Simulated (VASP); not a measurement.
# Sc2BSb3 (I4/mmm) in VASP: single point with PBE

Aim: the single point of Sc2BSb3 with PBE.

Program: VASP 6.6.1. These are calculated values, not measurements. Logs are shortened: lines on timing, memory, paths and dates and some standing lists are left out, and cuts for length are marked.

### 1 The cell of the first run

It takes space group I4/mmm (No. 139, tetragonal). The conventional cell has a = 6.479 Å, b = 6.479 Å, c = 4.841 Å, α = 90.00°, β = 90.00°, γ = 90.00°. Sc (site symmetry mmm) has 2 Sb at 1.21 Å within 1.6 Å. B (site symmetry 4/mmm) has 2 Sb at 2.42 Å within 3.2 Å. Within 3.2 Å of Sb (site symmetry 4/mmm) lie 2 B at 2.42 Å. Sb (site symmetry -4m2) has 2 Sc at 1.21 Å within 1.6 Å.

### 2 Single point, PBE

INCAR reads:

```
  PREC = Accurate
  ENCUT = 520
  EDIFF = 1E-6
  ISMEAR = 0
  SIGMA = 0.1
  LREAL = F
  LASPH = T
  NELM = 100
  ALGO = Normal
  ISIF = 2
  LWAVE = F
  LCHARG = T
  GGA = PE
  LELF = T
  LVHAR = T
  NBANDS = 29
```

KPOINTS reads:

```
Automatic mesh
0
Gamma
  4 4 4
```

POSCAR reads:

```
Sc2BSb3
1.0
   -3.2395679600      3.2395679600      2.4202939100
    3.2395679600     -3.2395679600      2.4202939100
    3.2395679600      3.2395679600     -2.4202939100
Sc B Sb
2 1 3
Direct
    0.5000000000      0.0000000000      0.5000000000
    0.0000000000      0.5000000000      0.5000000000
    0.5000000000      0.5000000000      0.0000000000
    0.0000000000      0.0000000000      0.0000000000
    0.7500000000      0.2500000000      0.5000000000
    0.2500000000      0.7500000000      0.5000000000
```

Potentials or basis: VASP PAW PBE potentials, release 64 (Sc_sv, B, Sb).

Launch:

```
cat potpaw_PBE.64/Sc_sv/POTCAR potpaw_PBE.64/B/POTCAR potpaw_PBE.64/Sb/POTCAR > POTCAR
mpirun -np 1 vasp_std > vasp.out
```

OUTCAR:

```text
PREC = Accurate
   ENCUT = 520
   EDIFF = 1E-6
   ISMEAR = 0
   LREAL = F
   LASPH = T
   NELM = 100
   ISIF = 2
   GGA = PE

 ion  position               nearest neighbor table
   1  0.500  0.000  0.500-   5 1.21   6 1.21   2 2.42   2 2.42   4 3.24   4 3.24
   2  0.000  0.500  0.500-   5 1.21   6 1.21   1 2.42   1 2.42   4 3.24   4 3.24
   3  0.500  0.500  0.000-   4 2.42   4 2.42
   4  0.000  0.000  0.000-   3 2.42   3 2.42   1 3.24   2 3.24   1 3.24   2 3.24   5 3.46   5 3.46
                             6 3.46   6 3.46   6 3.46   5 3.46   6 3.46   5 3.46
   5  0.750  0.250  0.500-   1 1.21   2 1.21   6 2.42   6 2.42   4 3.46   4 3.46   4 3.46   4 3.46

   6  0.250  0.750  0.500-   1 1.21   2 1.21   5 2.42   5 2.42   4 3.46   4 3.46   4 3.46   4 3.46

 -----------------------------------------------------------------------------
|                                                                             |
|           W    W    AA    RRRRR   N    N  II  N    N   GGGG   !!!           |
|           W    W   A  A   R    R  NN   N  II  NN   N  G    G  !!!           |
|           W    W  A    A  R    R  N N  N  II  N N  N  G       !!!           |
|           W WW W  AAAAAA  RRRRR   N  N N  II  N  N N  G  GGG   !            |
|           WW  WW  A    A  R   R   N   NN  II  N   NN  G    G                |
|           W    W  A    A  R    R  N    N  II  N    N   GGGG   !!!           |
|                                                                             |
|     The distance between some ions is very small. Please check the          |
|     nearest-neighbor list in the OUTCAR file.                               |
|     I HOPE YOU KNOW WHAT YOU ARE DOING!                                     |
|                                                                             |
 -----------------------------------------------------------------------------

  LATTYP: Found a body centered tetragonal cell.
 ALAT       =     6.4791359200
 C/A-ratio  =     0.7471039163

  Lattice vectors:

 A1 = (  -3.2395679600,   3.2395679600,   2.4202939100)
 A2 = (   3.2395679600,  -3.2395679600,   2.4202939100)
 A3 = (   3.2395679600,   3.2395679600,  -2.4202939100)

Analysis of symmetry for initial positions (statically):
=====================================================================
 Subroutine PRICEL returns:
 Original cell was already a primitive cell.

 Routine SETGRP: Setting up the symmetry group for a
 body centered tetragonal supercell.

 Subroutine GETGRP returns: Found 16 space group operations
 (whereof 16 operations were pure point group operations)
 out of a pool of 16 trial point group operations.

The static configuration has the point symmetry D_4h.

Analysis of symmetry for dynamics (positions and initial velocities):
=====================================================================
 Subroutine PRICEL returns:
 Original cell was already a primitive cell.

 Routine SETGRP: Setting up the symmetry group for a
 body centered tetragonal supercell.

 Subroutine GETGRP returns: Found 16 space group operations
 (whereof 16 operations were pure point group operations)
 out of a pool of 16 trial point group operations.

The dynamic configuration has the point symmetry D_4h.

 Subroutine INISYM returns: Found 16 space group operations
 (whereof 16 operations are pure point group operations),
 and found     1 'primitive' translations

----------------------------------------------------------------------------------------

                                     Primitive cell

  volume of cell :     101.6020

  direct lattice vectors                    reciprocal lattice vectors
    -3.239567960  3.239567960  2.420293910     0.000000000  0.154341568  0.206586480
     3.239567960 -3.239567960  2.420293910     0.154341568  0.000000000  0.206586480
     3.239567960  3.239567960 -2.420293910     0.154341568  0.154341568  0.000000000

  length of vectors
     5.181449966  5.181449966  5.181449966     0.257874569  0.257874569  0.218271939

  position of ions in fractional coordinates (direct lattice)
     0.500000000  0.000000000  0.500000000
     0.000000000  0.500000000  0.500000000
     0.500000000  0.500000000  0.000000000
     0.000000000  0.000000000  0.000000000
     0.750000000  0.250000000  0.500000000
     0.250000000  0.750000000  0.500000000

  ion indices of the primitive-cell ions
   primitive index   ion index
                 1           1
                 2           2
                 3           3
                 4           4
                 5           5
                 6           6

----------------------------------------------------------------------------------------

 KPOINTS: Automatic mesh

Automatic generation of k-mesh.
 Grid dimensions read from file:
 generate k-points for:    4    4    4

 Generating k-lattice:

  Cartesian coordinates                     Fractional coordinates (reciprocal lattice)
     0.000000000  0.038585392  0.051646620     0.250000000  0.000000000  0.000000000
     0.038585392  0.000000000  0.051646620     0.000000000  0.250000000  0.000000000
     0.038585392  0.038585392  0.000000000     0.000000000  0.000000000  0.250000000

  Length of vectors
     0.064468642  0.064468642  0.054567985

  Shift w.r.t. Gamma in fractional coordinates (k-lattice)
     0.000000000  0.000000000  0.000000000

 Subroutine IBZKPT returns following result:
 ===========================================

 Found     13 irreducible k-points:

 Following reciprocal coordinates:
            Coordinates               Weight
  0.000000  0.000000  0.000000      1.000000
  0.250000  0.000000 -0.000000      8.000000
  0.500000  0.000000 -0.000000      4.000000
  0.250000  0.250000 -0.000000      8.000000
  0.500000  0.250000 -0.000000     16.000000
 -0.250000  0.250000  0.000000      4.000000
  0.500000  0.500000 -0.000000      2.000000
  0.250000  0.250000  0.250000      2.000000
 -0.250000  0.250000  0.250000      4.000000
  0.500000  0.500000  0.250000      4.000000
 -0.250000  0.500000  0.250000      8.000000
 -0.250000 -0.250000  0.250000      2.000000
  0.500000  0.500000  0.500000      1.000000
   k-points           NKPTS =     13   k-points in BZ     NKDIM =     13   number of bands    NBANDS=     29
   number of dos      NEDOS =    301   number of ions     NIONS =      6
   total plane-waves  NPLWV =  64000
   dimension x,y,z NGX =    40 NGY =   40 NGZ =   40
   dimension x,y,z NGXF=    80 NGYF=   80 NGZF=   80
   ions per type =               2   1   3
   NGX,Y,Z   is equivalent  to a cutoff of  12.83, 12.83, 12.83 a.u.
   NGXF,Y,Z  is equivalent  to a cutoff of  25.67, 25.67, 25.67 a.u.
 SYSTEM =  unknown system
   PREC   = accura    normal or accurate (medium, high low for compatibility)
   ISTART =      0    job   : 0-new  1-cont  2-samecut
   ICHARG =      2    charge: 1-file 2-atom 10-const
   ISPIN  =      1    spin polarized calculation?
   LNONCOLLINEAR =      F non collinear calculations
   LSORBIT =      F    spin-orbit coupling
   LASPH  =      T    aspherical Exc in radial PAW
   ENCUT  =  520.0 eV  38.22 Ry    6.18 a.u.   9.63  9.63  9.63*2*pi/ulx,y,z
   NELM   =    100;   NELMIN=  2; NELMDL= -5     # of ELM steps
   EDIFF  = 0.1E-05   stopping-criterion for ELM
   LREAL  =      F    real-space projection
   EDIFFG = 0.1E-04   stopping-criterion for IOM
   NSW    =      0    number of steps for IOM
   IBRION =     -1    ionic relax: 0-MD 1-quasi-New 2-CG
   NFREE  =      0    steps in history (QN), initial steepest desc. (CG)
   ISIF   =      2    stress and relaxation
   ISYM   =      2    0-nonsym 1-usesym 2-fastsym
   POTIM  = 0.5000    time-step for ionic-motion
   TEBEG  =    0.0;   TEEND  =   0.0 temperature during run
   PSTRESS=    0.0 pullay stress
   NELECT =      40.0000    total number of electrons
   NUPDOWN=      -1.0000    fix difference up-down
   EMIN   =  10.00;   EMAX   =-10.00  energy-range for DOS
   EFERMI =   0.00;   METHOD = LEGACY
   ISMEAR =     0;   SIGMA  =   0.10  broadening in eV -4-tet -1-fermi 0-gaus
   EFERMI_NEDOS =   21; number of points for ismear=-14 and -15
   IALGO  =     38    algorithm
   IMIX   =      4    mixing-type and parameters
     AMIX     =   0.40;   BMIX     =  1.00
     AMIX_MAG =   1.60;   BMIX_MAG =  1.00
  volume/ion in A,a.u.               =      16.93       114.27
  Fermi-wavevector in a.u.,A,eV,Ry     =   1.199851  2.267390 19.587532  1.439643
  Thomas-Fermi vector in A             =   2.335703
   LORBIT       =      0    0 simple, 1 ext, 2 COOP (PROOUT), +10 PAW based schemes
   GGA     = PE    functional components
   LHFCALC =     F    Hartree Fock is set to
   AEXX    =    0.0000 exact exchange contribution
   IVDW    =     0    specifies the selected vdW correction
   LEPSILON=     F    determine dielectric tensor
   LRPA    =     F    only Hartree local field effects (RPA)
 non-spin polarized calculation
 Gauss-broadening in eV      SIGMA  =   0.10
  energy-cutoff  :      520.00
  volume of cell :      101.60
 maximum number of plane-waves:      2751
 NGX is ok and might be reduce to    40
   NGX = 19   NGY = 19   NGZ = 19

 number of electron      40.0000001 magnetization

 Free energy of the ion-electron system (eV)
  ---------------------------------------------------
  ext. energy  EPLUGINS =         0.00000000
  ---------------------------------------------------
  free energy    TOTEN  =       159.09368772 eV

  energy without entropy =      159.13593841  energy(sigma->0) =      159.11481307

 E-fermi :   8.2968     XC(G=0): -10.6367

 val. band max:        8.2914748082   @ k =   0.5000   0.5000   0.2500
 cond. band min:       8.3001727423   @ k =  -0.2500   0.2500   0.0000
 fundamental gap:      0.0086979341
 Fermi energy:         8.2967698145

 k-point     1 :       0.0000    0.0000    0.0000
  band No.  band energies     occupation
      1     -38.1355      2.00000
      2     -27.9966      2.00000
      3     -25.1534      2.00000
      4     -23.5171      2.00000
      5     -21.0790      2.00000
      6     -21.0790      2.00000
[... 405 lines left out ...]
     28      12.8384      0.00000
     29      12.8384      0.00000

------------------------ aborting loop because EDIFF is reached ----------------------------------------

  FORCE on cell =-STRESS in cart. coord.  units (eV):
  Direction    XX          YY          ZZ          XY          YZ          ZX
  --------------------------------------------------------------------------------------
  -------------------------------------------------------------------------------------
  Total       -7.3954074     -7.3954074    490.2443211      0.0000000     -0.0000000      0.0000000
  in kB     -116.6192912   -116.6192912   7730.7363904      0.0000000     -0.0000000      0.0000000
  external PRESSURE =    2499.1659360 kB  Pullay stress =       0.0000000 kB

 VOLUME and BASIS-vectors are now :
 -----------------------------------------------------------------------------
  energy-cutoff  :      520.00
  volume of cell :      101.60
      direct lattice vectors                 reciprocal lattice vectors
    -3.239567960  3.239567960  2.420293910     0.000000000  0.154341568  0.206586480
     3.239567960 -3.239567960  2.420293910     0.154341568  0.000000000  0.206586480
     3.239567960  3.239567960 -2.420293910     0.154341568  0.154341568  0.000000000

 POSITION                                       TOTAL-FORCE (eV/Angst)
 -----------------------------------------------------------------------------------
      0.00000      3.23957      0.00000         0.000000     -0.000000      0.000000
      3.23957      0.00000      0.00000         0.000000     -0.000000      0.000000
      0.00000      0.00000      2.42029         0.000000     -0.000000      0.000000
      0.00000      0.00000      0.00000         0.000000     -0.000000      0.000000
      0.00000      3.23957      1.21015         0.000000      0.000000     -0.000000
      3.23957      0.00000      1.21015        -0.000000     -0.000000      0.000000
 -----------------------------------------------------------------------------------
    total drift:                               -0.000000     -0.000000      0.000000

  FREE ENERGIE OF THE ION-ELECTRON SYSTEM (eV)
  ---------------------------------------------------
  free  energy   TOTEN  =       159.0936877216 eV

  energy  without entropy=      159.1359384116  energy(sigma->0) =      159.11481307
```

Wall time 39 s (1 thread of Intel Xeon 6975P-C (Granite Rapids), shared host); peak memory 0.25 GiB.

What came out:

| Item | Value |
| --- | --- |
| Free energy | 159.0937 eV |
| Pressure | 249.9 GPa |
| Band gap on the k mesh | zero (band 20 reaches 8.90 eV, above the bottom of band 21 at 8.21 eV) |

Caveat: the k points lie up to 0.41 Å⁻¹ apart; spin-orbit coupling is left out, which moves the levels of the heavy elements.
